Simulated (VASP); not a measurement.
Set up this calculation in VASP 6.6.1, as the native input.

```yaml
Task: single point
Functional: r2SCAN
Potentials_or_basis: VASP PAW PBE potentials, release 64 (Al, Cu)
Cutoff: 520 eV
k_mesh: 14 × 14 × 14
Occupations: gaussian, width 0.1 eV
Spin: no spin polarisation
Dipole_correction: no
Further_INCAR_settings: ALGO = Normal; EDIFF = 1e-06; NBANDS = 26
```

The system is AlCu3.

```
Al Cu
1.0
     3.64182    0.00000    0.00000
     0.00000    3.64182    0.00000
     0.00000    0.00000    3.64182
Al Cu
1 3
Cartesian
  0.0000 0.0000 0.0000
  1.8209 1.8209 0.0000
  1.8209 0.0000 1.8209
  0.0000 1.8209 1.8209
```

These files were run (other wordings do the same):

POSCAR

```
AlCu3
1.0
    3.6418163312      0.0000000000      0.0000000000
    0.0000000000      3.6418163312      0.0000000000
    0.0000000000      0.0000000000      3.6418163312
Al Cu
1 3
Direct
    0.0000000000      0.0000000000      0.0000000000
    0.5000000000      0.5000000000      0.0000000000
    0.5000000000      0.0000000000      0.5000000000
    0.0000000000      0.5000000000      0.5000000000
```

INCAR.step1

```
SYSTEM = AlCu3
PREC     = Accurate       ! precision mode
ENCUT    = 520            ! plane-wave cutoff, eV
ISMEAR   = 0              ! smearing method
SIGMA    = 0.1            ! smearing width, eV
LREAL    = .FALSE.        ! projectors in reciprocal space
LASPH    = .TRUE.         ! aspherical terms in the spheres
NELM     = 100            ! most SCF steps
NBANDS   = 26             ! bands
GGA      = PE             ! functional
ALGO     = Normal         ! electronic algorithm
EDIFF    = 1E-4           ! SCF threshold, eV
LWAVE    = .TRUE.         ! write WAVECAR
LCHARG   = .FALSE.        ! write CHGCAR
```

INCAR.step2

```
SYSTEM = AlCu3
PREC     = Accurate       ! precision mode
ENCUT    = 520            ! plane-wave cutoff, eV
EDIFF    = 1E-6           ! SCF threshold, eV
ISMEAR   = 0              ! smearing method
SIGMA    = 0.1            ! smearing width, eV
LREAL    = .FALSE.        ! projectors in reciprocal space
LASPH    = .TRUE.         ! aspherical terms in the spheres
NELM     = 100            ! most SCF steps
ALGO     = Normal         ! electronic algorithm
ISIF     = 2              ! what is computed and relaxed
LWAVE    = .FALSE.        ! write WAVECAR
LCHARG   = .FALSE.        ! write CHGCAR
METAGGA  = R2SCAN         ! meta-GGA
LMIXTAU  = .TRUE.       
NBANDS   = 26             ! bands
ISTART   = 1
```

KPOINTS

```
regular mesh
0
G
  14 14 14
  0 0 0
```

Potentials or basis: VASP PAW PBE potentials, release 64 (Al, Cu).

The run is started by

```console
$ cat potpaw_PBE.64/Al/POTCAR potpaw_PBE.64/Cu/POTCAR > POTCAR
$ cp INCAR.step1 INCAR
$ mpirun -np 1 vasp_std > vasp.out
$ cp INCAR.step2 INCAR
$ mpirun -np 1 vasp_std > vasp.out
```

It gave:

- Pressure: 0.4 GPa
- Band gap on the k mesh: zero (band 18 reaches 12.47 eV, above the bottom of band 19 at 6.58 eV)

Caveat: the PAW data sets were made with another functional, which shifts forces and pressure a little.

It took 5.5 min on 1 thread of AMD EPYC 9R14 (Zen 4), with other jobs on the host, peak memory 0.22 GiB.
